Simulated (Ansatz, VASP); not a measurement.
**Two plane-wave programs on SrTiO3**

File INCAR:

```
SYSTEM = SrTiO3
PREC = Accurate
ENCUT = 520
EDIFF = 1E-6
ISMEAR = 0
SIGMA = 0.05
LREAL = .FALSE.
LASPH = .TRUE.
NELM = 60
ALGO = Normal
ISIF = 2
LWAVE = .FALSE.
LCHARG = .TRUE.
GGA = PE
LELF = .TRUE.
LVHAR = .TRUE.
NBANDS = 28
```

The input KPOINTS:

```
Automatic mesh
0
G
  8 8 8
  0 0 0
```

Contents of POSCAR:

```
SrTiO3
1.0
    3.9364035669      0.0000000000      0.0000000000
    0.0000000000      3.9364035669      0.0000000000
    0.0000000000      0.0000000000      3.9364035669
Sr Ti O
1 1 3
Direct
    0.0000000000     -0.0404173564     -0.0404173564
    0.5000000000      0.5000000000      0.5000000000
    0.0000000000      0.5000000000      0.5000000000
    0.5000000000      0.0000000000      0.5000000000
    0.5000000000      0.5000000000      0.0000000000
```

Input for Ansatz:

```yaml
crystal:
  lattice:
    - [3.9364035669, 0.0, 0.0]
    - [0.0, 3.9364035669, 0.0]
    - [0.0, 0.0, 3.9364035669]
  atoms:
    - { symbol: Sr, position: [0.0, -0.0404173564, -0.0404173564] }
    - { symbol: Ti, position: [0.5, 0.5, 0.5] }
    - { symbol: O, position: [0.0, 0.5, 0.5] }
    - { symbol: O, position: [0.5, 0.0, 0.5] }
    - { symbol: O, position: [0.5, 0.5, 0.0] }
basis:
  ecutwfc: 420
kpoints:
  mp_grid: { grid: [8, 8, 8] }
hamiltonian:
  xc: pbe
scf:
  occupations: { method: gaussian, width: 0.05 }
output:
  forces: true
  stress: true
  eigenvalues: true
```

Alike in both runs: task single point; functional PBE; k mesh 8 × 8 × 8; occupations gaussian, width 0.05 eV; no spin polarisation.

|  | VASP | Ansatz |
| --- | --- | --- |
| version | VASP 6.6.1 | Ansatz 0.2.0 |
| potentials or method | VASP PAW PBE potentials, release 64 (Sr_sv, Ti_sv, O), cutoff 520 eV | scalar-relativistic, plane waves, PAW |
| valence electrons in the cell | 40 | 40 |

```csv
,VASP,Ansatz,Ansatz less VASP
gap on the k mesh at the Fermi level (eV),1.79,1.82,+0.030
least direct gap on the mesh (eV),2.15,2.17,+0.021
pressure (GPa),1.8,1.1,-0.66
"traceless stress, the component that is largest in VASP (GPa)",1.28,1.25,-0.026
rms of the force components (eV/Å),0.292,0.284,-0.0078
```

Atom by atom the forces differ by 0.011 eV/Å (rms over components).
